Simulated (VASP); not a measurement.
**TaN: single point with PBE**

The system is TaN.

```
CELL_PARAMETERS angstrom
2.93800 0.00000 0.00000
-1.46900 2.69704 0.00000
0.00000 0.00000 2.88300
ATOMIC_POSITIONS crystal
Ta 0.33333 0.66667 0.50000
N 0.00000 0.00000 0.00000
```

This cell differs from its parent crystal: strain +0.0600 x Voigt [0, 1, 0, 0, 0, 0].

```yaml
Program: VASP 6.6.1
Task: single point
Functional: PBE
Potentials_or_basis: VASP PAW PBE potentials, release 64 (Ta_pv, N)
Cutoff: 520 eV
k_mesh: 18 × 18 × 16
Occupations: fermi-dirac, width 0.02 eV
Spin: no spin polarisation
```

- Pressure: -11.8 GPa
- Band gap on the k mesh: zero (bands 8 and 9 overlap by 0.19 eV)

Stress tensor (GPa, compression positive):
```
 -4.95   0.00   0.00
  0.00 -28.85   0.00
  0.00   0.00  -1.60
```

Levels at points of the mesh, in eV from the Fermi level:
```tsv
k point	band 5	band 6	band 7	band 8	band 9	band 10	band 11	band 12
(0.00, 0.00, 0.00)	-4.74	-4.04	-3.71	-2.54	1.68	3.29	3.79	3.98
(0.50, 0.00, 0.00)	-7.81	-4.52	-3.21	-3.04	2.93	3.42	4.94	5.12
(0.00, 0.50, 0.00)	-7.95	-4.51	-3.19	-2.82	3.35	3.62	4.79	5.28
(0.00, 0.00, 0.50)	-8.81	-3.73	-3.49	-0.42	0.66	2.75	2.79	3.42
(0.50, 0.00, 0.50)	-6.87	-5.82	-5.55	-0.03	3.81	4.80	6.06	6.60
(0.00, 0.50, 0.50)	-6.85	-5.73	-5.01	-0.56	3.93	4.76	5.70	6.57
```

Run time: 4.7 min on 1 thread of Intel Xeon 8259CL, with other jobs on the host, peak memory 0.38 GiB.

Caveat: the cell differs from its parent crystal (strain +0.0600 x Voigt [0, 1, 0, 0, 0, 0]); the cell stands under tension; spin-orbit coupling is left out, which moves the levels of the heavy elements.
